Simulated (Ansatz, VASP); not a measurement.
# One calculation of Sb2Se3, two programs

```xyz
20
Lattice="11.6511 0.0000 0.0000 0.0000 3.9220 0.0000 0.0000 0.0000 11.5026" Properties=species:S:1:pos:R:3 pbc="T T T"
Sb    0.2979    0.9805    3.7769
Sb   11.3532    2.9415    7.7257
Sb    5.5276    2.9415    9.5282
Sb    6.1235    0.9805    1.9744
Sb    1.7335    2.9415    0.4492
Sb    9.9176    0.9805   11.0534
Sb    4.0921    0.9805    6.2005
Sb    7.5590    2.9415    5.3021
Se    0.6452    0.9805    9.9951
Se   11.0059    2.9415    1.5075
Se    5.1803    2.9415    4.2438
Se    6.4708    0.9805    7.2588
Se    1.5019    2.9415    5.1474
Se   10.1492    0.9805    6.3552
Se    4.3237    0.9805   10.8987
Se    7.3274    2.9415    0.6039
Se    2.5069    0.9805    2.2516
Se    9.1442    2.9415    9.2510
Se    3.3187    2.9415    8.0030
Se    8.3324    0.9805    3.4997
```

Change from the starting cell: volume scaled by 0.97.

Alike in both runs: task electric field gradients; functional PBE; k mesh 3 × 7 × 3; occupations fermi-dirac, width 0.02 eV; no spin polarisation.

```csv
,VASP,Ansatz
version,VASP 6.6.1,Ansatz 0.2.0
potentials or method,"VASP PAW PBE potentials, release 64 (Sb, Se)","plane-wave PAW, scalar-relativistic"
plane-wave cutoff (eV),520,420
valence electrons in the cell,112,312
```

Ansatz gave:

```
gap on the k mesh at the Fermi level (eV)                     : 0.93
pressure (GPa)                                                : 3.9
traceless stress, the component that is largest in VASP (GPa) : -0.51
rms of the force components (eV/Å)                            : 0.129
size of Vzz on the site where it differs most (V/Å²)          : 259.8
```

Question: Which values does VASP return?

Answer: gap on the k mesh at the Fermi level (eV): 0.92; pressure (GPa): 4.0; traceless stress, the component that is largest in VASP (GPa): -0.52; rms of the force components (eV/Å): 0.146; size of Vzz on the site where it differs most (V/Å²): 250.4.

Atom by atom the forces differ by 0.018 eV/Å (rms over components). One of these differences is far larger than is usual between the two programs; its cause wasn't traced. VASP's potentials hold 112 valence electrons a cell and Ansatz's 312, so a difference there can come from the potentials and not from the codes.

Spin-orbit coupling is off throughout.
